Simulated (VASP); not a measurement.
# C (P6_3/mmc) in VASP: further runs

Runs on C. Level: PBEsol+D3(BJ). Tasks: single point.

Everything below comes from runs of VASP 6.6.1. Logs are shortened: lines on timing, memory, paths and dates and some standing lists are left out, and cuts for length are marked.

## (1) The cell of the first run

The structure is hexagonal, space group P6_3/mmc (No. 194). Conventional cell: a = 2.612 Å, b = 2.612 Å, c = 5.828 Å, α = 90.00°, β = 90.00°, γ = 120.00°. C (site symmetry -6m2) has 3 C at 1.51 Å within 2.0 Å. C (site symmetry -6m2) has 3 C at 1.51 Å within 2.0 Å.

## (2) Single point, PBEsol+D3(BJ) (volume 8.607 Å^3 an atom, c/a of the conventional cell 2.2316)

INCAR reads:

```
PREC = Accurate ; ENCUT = 520
EDIFF = 1E-6 ; ISMEAR = 0
SIGMA = 0.15 ; LREAL = False
LASPH = True ; NELM = 100
ALGO = Normal ; ISIF = 2
LWAVE = False ; LCHARG = False
GGA = PS ; IVDW = 12
NBANDS = 16
```

KPOINTS reads:

```
regular mesh
0
Gamma
  21 21 8
```

POSCAR reads:

```
C
1.0
    2.6117201425      0.0000000000      0.0000000000
   -1.3058600712      2.2618159909      0.0000000000
    0.0000000000      0.0000000000      5.8283146699
C
4
Direct
    0.0000000000      0.0000000000      0.0025000000
    0.0000000000      0.0000000000      0.5025000000
    0.3333333333      0.6666666667      0.0025000000
    0.6666666667      0.3333333333      0.5025000000
```

Potentials or basis: VASP PAW PBE potentials, release 64 (C).

Command:

```sh
$ cat potpaw_PBE.64/C/POTCAR > POTCAR
$ mpirun -np 1 vasp_std > vasp.out
```

OUTCAR:

```text
PREC = Accurate
   ENCUT = 520
   EDIFF = 1E-6
   ISMEAR = 0
   LREAL = False
   LASPH = True
   NELM = 100
   ISIF = 2
   GGA = PS
   IVDW = 12
 IVDW          = 12

 ion  position               nearest neighbor table
   1  0.000  0.000  0.002-   3 1.51   3 1.51   3 1.51
   2  0.000  0.000  0.502-   4 1.51   4 1.51   4 1.51
   3  0.333  0.667  0.002-   1 1.51   1 1.51   1 1.51
   4  0.667  0.333  0.502-   2 1.51   2 1.51   2 1.51

  LATTYP: Found a hexagonal cell.
 ALAT       =     2.6117201425
 C/A-ratio  =     2.2316000000

  Lattice vectors:

 A1 = (   2.6117201425,   0.0000000000,   0.0000000000)
 A2 = (  -1.3058600712,   2.2618159909,   0.0000000000)
 A3 = (   0.0000000000,   0.0000000000,   5.8283146699)

Analysis of symmetry for initial positions (statically):
=====================================================================
 Subroutine PRICEL returns:
 Original cell was already a primitive cell.

 Routine SETGRP: Setting up the symmetry group for a
 hexagonal supercell.

 Subroutine GETGRP returns: Found 24 space group operations
 (whereof  6 operations were pure point group operations)
 out of a pool of 24 trial point group operations.

The static configuration has the point symmetry C_3v.
 The point group associated with its full space group is D_6h.

Analysis of symmetry for dynamics (positions and initial velocities):
=====================================================================
 Subroutine PRICEL returns:
 Original cell was already a primitive cell.

 Routine SETGRP: Setting up the symmetry group for a
 hexagonal supercell.

 Subroutine GETGRP returns: Found 24 space group operations
 (whereof  6 operations were pure point group operations)
 out of a pool of 24 trial point group operations.

The dynamic configuration has the point symmetry C_3v.
 The point group associated with its full space group is D_6h.

 Subroutine INISYM returns: Found 24 space group operations
 (whereof  6 operations are pure point group operations),
 and found     1 'primitive' translations

----------------------------------------------------------------------------------------

                                     Primitive cell

  volume of cell :      34.4292

  direct lattice vectors                    reciprocal lattice vectors
     2.611720142  0.000000000  0.000000000     0.382889416  0.221061307  0.000000000
    -1.305860071  2.261815991  0.000000000     0.000000000  0.442122615  0.000000000
     0.000000000  0.000000000  5.828314670     0.000000000  0.000000000  0.171576186

  length of vectors
     2.611720142  2.611720142  5.828314670     0.442122615  0.442122615  0.171576186

  position of ions in fractional coordinates (direct lattice)
     0.000000000  0.000000000  0.002500000
     0.000000000  0.000000000  0.502500000
     0.333333333  0.666666667  0.002500000
     0.666666667  0.333333333  0.502500000

  ion indices of the primitive-cell ions
   primitive index   ion index
                 1           1
                 2           2
                 3           3
                 4           4

----------------------------------------------------------------------------------------

 KPOINTS: regular mesh

Automatic generation of k-mesh.
 Grid dimensions read from file:
 generate k-points for:   21   21    8

 Generating k-lattice:

  Cartesian coordinates                     Fractional coordinates (reciprocal lattice)
     0.018232829  0.010526729  0.000000000     0.047619048  0.000000000  0.000000000
     0.000000000  0.021053458  0.000000000     0.000000000  0.047619048  0.000000000
     0.000000000  0.000000000  0.021447023     0.000000000  0.000000000  0.125000000

  Length of vectors
     0.021053458  0.021053458  0.021447023

  Shift w.r.t. Gamma in fractional coordinates (k-lattice)
     0.000000000  0.000000000  0.000000000

 Subroutine IBZKPT returns following result:
 ===========================================

 Found    240 irreducible k-points:

 Following reciprocal coordinates:
            Coordinates               Weight
  0.000000  0.000000  0.000000      1.000000
  0.047619 -0.000000  0.000000      6.000000
  0.095238 -0.000000  0.000000      6.000000
  0.142857 -0.000000  0.000000      6.000000
  0.190476 -0.000000  0.000000      6.000000
  0.238095 -0.000000  0.000000      6.000000
[... 16 lines left out ...]
  0.142857  0.095238  0.000000     12.000000
  0.190476  0.095238  0.000000     12.000000
 [... further k-points ...]
   k-points           NKPTS =    240   k-points in BZ     NKDIM =    240   number of bands    NBANDS=     16
   number of dos      NEDOS =    301   number of ions     NIONS =      4
   total plane-waves  NPLWV =  19200
   dimension x,y,z NGX =    20 NGY =   20 NGZ =   48
   dimension x,y,z NGXF=    40 NGYF=   40 NGZF=   96
   ions per type =               4
   NGX,Y,Z   is equivalent  to a cutoff of  12.73, 12.73, 13.69 a.u.
   NGXF,Y,Z  is equivalent  to a cutoff of  25.46, 25.46, 27.38 a.u.
 SYSTEM =  unknown system
   PREC   = accura    normal or accurate (medium, high low for compatibility)
   ISTART =      0    job   : 0-new  1-cont  2-samecut
   ICHARG =      2    charge: 1-file 2-atom 10-const
   ISPIN  =      1    spin polarized calculation?
   LNONCOLLINEAR =      F non collinear calculations
   LSORBIT =      F    spin-orbit coupling
   LASPH  =      T    aspherical Exc in radial PAW
   ENCUT  =  520.0 eV  38.22 Ry    6.18 a.u.   4.86  4.86 10.84*2*pi/ulx,y,z
   NELM   =    100;   NELMIN=  2; NELMDL= -5     # of ELM steps
   EDIFF  = 0.1E-05   stopping-criterion for ELM
   LREAL  =      F    real-space projection
   EDIFFG = 0.1E-04   stopping-criterion for IOM
   NSW    =      0    number of steps for IOM
   IBRION =     -1    ionic relax: 0-MD 1-quasi-New 2-CG
   NFREE  =      0    steps in history (QN), initial steepest desc. (CG)
   ISIF   =      2    stress and relaxation
   ISYM   =      2    0-nonsym 1-usesym 2-fastsym
   POTIM  = 0.5000    time-step for ionic-motion
   TEBEG  =    0.0;   TEEND  =   0.0 temperature during run
   PSTRESS=    0.0 pullay stress
   NELECT =      16.0000    total number of electrons
   NUPDOWN=      -1.0000    fix difference up-down
   EMIN   =  10.00;   EMAX   =-10.00  energy-range for DOS
   EFERMI =   0.00;   METHOD = LEGACY
   ISMEAR =     0;   SIGMA  =   0.15  broadening in eV -4-tet -1-fermi 0-gaus
   EFERMI_NEDOS =   21; number of points for ismear=-14 and -15
   IALGO  =     38    algorithm
   IMIX   =      4    mixing-type and parameters
     AMIX     =   0.40;   BMIX     =  1.00
     AMIX_MAG =   1.60;   BMIX_MAG =  1.00
  volume/ion in A,a.u.               =       8.61        58.08
  Fermi-wavevector in a.u.,A,eV,Ry     =   1.268058  2.396283 21.877782  1.607972
  Thomas-Fermi vector in A             =   2.401173
   LORBIT       =      0    0 simple, 1 ext, 2 COOP (PROOUT), +10 PAW based schemes
   GGA     = PS    functional components
   LHFCALC =     F    Hartree Fock is set to
   AEXX    =    0.0000 exact exchange contribution
   IVDW    =    12    specifies the selected vdW correction
   LEPSILON=     F    determine dielectric tensor
   LRPA    =     F    only Hartree local field effects (RPA)
 non-spin polarized calculation
 Gauss-broadening in eV      SIGMA  =   0.15
  energy-cutoff  :      520.00
  volume of cell :       34.43
 maximum number of plane-waves:       951
 NGX is ok and might be reduce to    20
   NGX =  9   NGY =  9   NGZ = 21

 number of electron      16.0000001 magnetization

 Free energy of the ion-electron system (eV)
  ---------------------------------------------------
  ext. energy  EPLUGINS =         0.00000000
  ---------------------------------------------------
  free energy    TOTEN  =       -37.52037513 eV

  energy without entropy =      -37.51945785  energy(sigma->0) =      -37.51991649

 E-fermi :   4.8064     XC(G=0): -11.1117

 val. band max:        4.8021905061   @ k =   0.3333   0.3333   0.5000
 cond. band min:       4.8582256005   @ k =   0.3333   0.3333   0.3750
 fundamental gap:      0.0560350944
 Fermi energy:         4.8064448836

 k-point     1 :       0.0000    0.0000    0.0000
  band No.  band energies     occupation
      1     -13.6954      2.00000
      2     -12.8062      2.00000
      3      -3.4174      2.00000
      4       0.5798      2.00000
      5       1.8356      2.00000
      6       1.8356      2.00000
[... 8 lines left out ...]
     15      14.0395      0.00000
     16      14.1064      0.00000

 k-point     2 :       0.0476   -0.0000    0.0000
  band No.  band energies     occupation
      1     -13.6459      2.00000
      2     -12.7590      2.00000
      3      -3.3590      2.00000
      4       0.6298      2.00000
      5       1.6141      2.00000
      6       1.7303      2.00000
[... 8 lines left out ...]
     15      13.8788      0.00000
     16      14.2254      0.00000

 k-point     3 :       0.0952   -0.0000    0.0000
  band No.  band energies     occupation
      1     -13.4977      2.00000
      2     -12.6173      2.00000
      3      -3.1842      2.00000
      4       0.7790      2.00000
      5       1.0030      2.00000
      6       1.1705      2.00000
[... 8 lines left out ...]
     15      14.0880      0.00000
     16      14.1868      0.00000

 k-point     4 :       0.1429   -0.0000    0.0000
  band No.  band energies     occupation
      1     -13.2514      2.00000
      2     -12.3820      2.00000
      3      -2.8941      2.00000
      4       0.1137      2.00000
      5       0.3434      2.00000
      6       1.0248      2.00000
[... 8 lines left out ...]
     15      13.8474      0.00000
     16      14.7442      0.00000

 k-point     5 :       0.1905   -0.0000    0.0000
  band No.  band energies     occupation
      1     -12.9080      2.00000
      2     -12.0540      2.00000
      3      -2.4909      2.00000
      4      -0.9459      2.00000
      5      -0.6516      2.00000
      6       0.6090      2.00000
[... 8 lines left out ...]
     15      14.9367      0.00000
     16      15.5544      0.00000

 k-point     6 :       0.2381   -0.0000    0.0000
  band No.  band energies     occupation
      1     -12.4691      2.00000
      2     -11.6351      2.00000
      3      -2.0937      2.00000
      4      -1.9779      2.00000
      5      -1.7364      2.00000
      6       0.1686      2.00000
[... 8 lines left out ...]
     15      16.1802      0.00000
     16      16.4116      0.00000
[... 267 lines left out ...]
 k-point    21 :       0.4762    0.0476    0.0000
  band No.  band energies     occupation
      1      -8.9047      2.00000
      2      -8.5535      2.00000
      3      -7.3384      2.00000
      4      -7.0877      2.00000
      5      -1.3064      2.00000
      6      -1.0446      2.00000
[... 8 lines left out ...]
     15      19.4472      0.00000
     16      19.7852      0.00000

 k-point    22 :       0.0952    0.0952    0.0000
  band No.  band energies     occupation
      1     -13.1039      2.00000
      2     -12.2412      2.00000
      3      -2.7208      2.00000
      4      -0.1957      2.00000
      5      -0.0412      2.00000
      6       0.7337      2.00000
[... 8 lines left out ...]
     15      13.4617      0.00000
     16      15.5969      0.00000

 k-point    23 :       0.1429    0.0952    0.0000
  band No.  band energies     occupation
      1     -12.7614      2.00000
      2     -11.9140      2.00000
      3      -2.3189      2.00000
      4      -1.1008      2.00000
      5      -0.8885      2.00000
      6       0.1926      2.00000
[... 8 lines left out ...]
     15      14.0797      0.00000
     16      16.7310      0.00000

 k-point    24 :       0.1905    0.0952    0.0000
  band No.  band energies     occupation
      1     -12.3236      2.00000
      2     -11.4962      2.00000
      3      -2.1465      2.00000
      4      -1.8482      2.00000
      5      -1.8076      2.00000
      6      -0.3377      2.00000
[... 8 lines left out ...]
     15      15.0736      0.00000
     16      17.9017      0.00000

 [... further k-points ...]

------------------------ aborting loop because EDIFF is reached ----------------------------------------

 Edisp (eV)   -0.47190

 E8    (eV) :    -0.2290

  FORCE on cell =-STRESS in cart. coord.  units (eV):
  Direction    XX          YY          ZZ          XY          YZ          ZX
  --------------------------------------------------------------------------------------
  -------------------------------------------------------------------------------------
  Total     -14.74332   -14.74332     1.79459    -0.00000    -0.00000     0.00000
  in kB    -686.08671  -686.08671    83.51205    -0.00000    -0.00000     0.00000
  external pressure =     -429.55 kB  Pullay stress =        0.00 kB

 VOLUME and BASIS-vectors are now :
 -----------------------------------------------------------------------------
  energy-cutoff  :      520.00
  volume of cell :       34.43
      direct lattice vectors                 reciprocal lattice vectors
     2.611720142  0.000000000  0.000000000     0.382889416  0.221061307  0.000000000
    -1.305860071  2.261815991  0.000000000     0.000000000  0.442122615  0.000000000
     0.000000000  0.000000000  5.828314670     0.000000000  0.000000000  0.171576186

 POSITION                                       TOTAL-FORCE (eV/Angst)
 -----------------------------------------------------------------------------------
      0.00000      0.00000      0.01457         0.000000     -0.000000      0.000000
      0.00000      0.00000      2.92873        -0.000000      0.000000      0.000000
     -0.00000      1.50788      0.01457        -0.000000      0.000000     -0.000000
      1.30586      0.75394      2.92873         0.000000     -0.000000      0.000000
 -----------------------------------------------------------------------------------
    total drift:                               -0.000000     -0.000000     -0.000010

  FREE ENERGIE OF THE ION-ELECTRON SYSTEM (eV)
  ---------------------------------------------------
  free  energy   TOTEN  =       -37.9922720013 eV

  energy  without entropy=      -37.9913547287  energy(sigma->0) =      -37.99181336
```

It took 41 s on 1 thread of Intel Xeon 6975P-C (Granite Rapids), shared host; peak memory 0.22 GiB.

What came out:

```yaml
Free_energy: -37.9923 eV
Pressure: -43.0 GPa
Band_gap_on_the_k_mesh: zero (band 8 reaches 4.86 eV, above the bottom of band 9 at 4.71 eV)
Dispersion_energy_per_atom: -0.118 eV
```

Stress tensor (GPa, compression positive):
```
-68.61   0.00   0.00
  0.00 -68.61   0.00
  0.00   0.00   8.35
```

Caveat: the PAW data sets were made with another functional, which shifts forces and pressure a little.

## (3) Single point, PBEsol+D3(BJ) (volume 8.607 Å^3 an atom, c/a of the conventional cell 2.8444)

INCAR reads:

```
SYSTEM = C
PREC = Accurate ; ENCUT = 520
EDIFF = 1E-7 ; ISMEAR = 0
SIGMA = 0.15 ; LREAL = .False.
LASPH = .True. ; NELM = 80
ALGO = Normal ; ISIF = 2
LWAVE = .False. ; LCHARG = .False.
GGA = PS ; IVDW = 12
NBANDS = 16
```

KPOINTS reads:

```
regular mesh
0
Gamma
  21 21 8
  0 0 0
```

POSCAR reads:

```
C
1.0
    2.4088062319      0.0000000000      0.0000000000
   -1.2044031159      2.0860873896      0.0000000000
    0.0000000000      0.0000000000      6.8516084460
C
4
Direct
    0.0000000000      0.0000000000      0.0025000000
    0.0000000000      0.0000000000      0.5025000000
    0.3333333333      0.6666666667      0.0025000000
    0.6666666667      0.3333333333      0.5025000000
```

Potentials or basis: VASP PAW PBE potentials, release 64 (C).

Command:

```sh
$ cat potpaw_PBE.64/C/POTCAR > POTCAR
$ mpirun -np 1 vasp_std > vasp.out
```

Run time: 46 s. Hardware: 1 thread of Intel Xeon 6975P-C (Granite Rapids), shared host; peak memory 0.22 GiB.

It converged, with:

- Free energy: -38.8718 eV
- Pressure: 19.6 GPa
- Band gap on the k mesh: zero (band 8 reaches 4.84 eV, above the bottom of band 9 at 4.82 eV)
- Dispersion energy per atom: -0.107 eV

Stress tensor (GPa, compression positive):
```
30.04  0.00  0.00
 0.00 30.04  0.00
 0.00  0.00 -1.31
```

Levels at points of the mesh, in eV from the Fermi level:
| k point | band 6 | band 7 | band 8 | band 9 | band 10 | band 11 |
| --- | --- | --- | --- | --- | --- | --- |
| (0.00, 0.00, 0.00) | -2.94 | -2.93 | -2.93 | 3.62 | 8.77 | 8.77 |
| (0.00, 0.00, 0.50) | -2.94 | -2.94 | -2.94 | 6.11 | 6.11 | 8.79 |

Caveat: the PAW data sets were made with another functional, which shifts forces and pressure a little.

## (4) Single point, PBEsol+D3(BJ) (volume 8.607 Å^3 an atom, c/a of the conventional cell 2.5194)

INCAR reads:

```
SYSTEM = C
PREC = Accurate ; ENCUT = 520
EDIFF = 1E-7 ; ISMEAR = 0
SIGMA = 0.15 ; LREAL = .FALSE.
LASPH = .TRUE. ; NELM = 60
ALGO = Normal ; ISIF = 2
LWAVE = .FALSE. ; LCHARG = .TRUE.
GGA = PS ; IVDW = 12
LELF = .TRUE. ; LVHAR = .TRUE.
NBANDS = 16
```

KPOINTS reads:

```
regular mesh
0
G
  21 21 8
  0 0 0
```

POSCAR reads:

```
C
1.0
    2.5082243579      0.0000000000      0.0000000000
   -1.2541121790      2.1721860124      0.0000000000
    0.0000000000      0.0000000000      6.3192204474
C
4
Direct
    0.0000000000      0.0000000000      0.0025000000
    0.0000000000      0.0000000000      0.5025000000
    0.3333333333      0.6666666667      0.0025000000
    0.6666666667      0.3333333333      0.5025000000
```

Command:

```sh
$ cat potpaw_PBE.64/C/POTCAR > POTCAR
$ mpirun -np 1 vasp_std > vasp.out
```

It took 45 s on 1 thread of Intel Xeon 6975P-C (Granite Rapids), shared host; peak memory 0.23 GiB.

It converged, with:

| Quantity | Value |
| --- | --- |
| Free energy | -38.9011 eV |
| Pressure | -15.9 GPa |
| Band gap on the k mesh | zero (band 8 reaches 4.82 eV, above the bottom of band 9 at 4.76 eV) |
| Dispersion energy per atom | -0.116 eV |

Stress tensor (GPa, compression positive):
```
-24.77   0.00   0.00
  0.00 -24.77   0.00
  0.00   0.00   1.84
```

Levels at points of the mesh, in eV from the Fermi level:
```tsv
k point	band 5	band 6	band 7	band 8	band 9	band 10	band 11	band 12
(0.00, 0.00, 0.00)	-2.97	-2.97	-2.93	-2.93	4.86	7.98	7.98	8.07
(0.00, 0.00, 0.50)	-2.95	-2.95	-2.95	-2.95	8.02	8.02	8.02	8.02
```

Caveat: the PAW data sets were made with another functional, which shifts forces and pressure a little.

## (5) Summary

```csv
cell,gap on the mesh (eV),pressure (GPa)
"a = 2.612, b = 2.612, c = 5.828 Å, angles 90.0, 90.0, 120.0°, 4 atoms",none,-43.0
"a = 2.409, b = 2.409, c = 6.852 Å, angles 90.0, 90.0, 120.0°, 4 atoms",none,19.6
"a = 2.508, b = 2.508, c = 6.319 Å, angles 90.0, 90.0, 120.0°, 4 atoms",none,-15.9
```

Alike in all rows: task single point; level PBEsol+D3(BJ); potentials or basis VASP PAW PBE potentials, release 64 (C); no spin polarisation; k mesh 21 × 21 × 8; cutoff (eV) 520; smearing gaussian 0.15 eV.

Caveats: the PAW data sets were made with another functional, which shifts forces and pressure a little.

Total energies depend on the potentials used, so only differences within one code and one set of settings carry meaning.
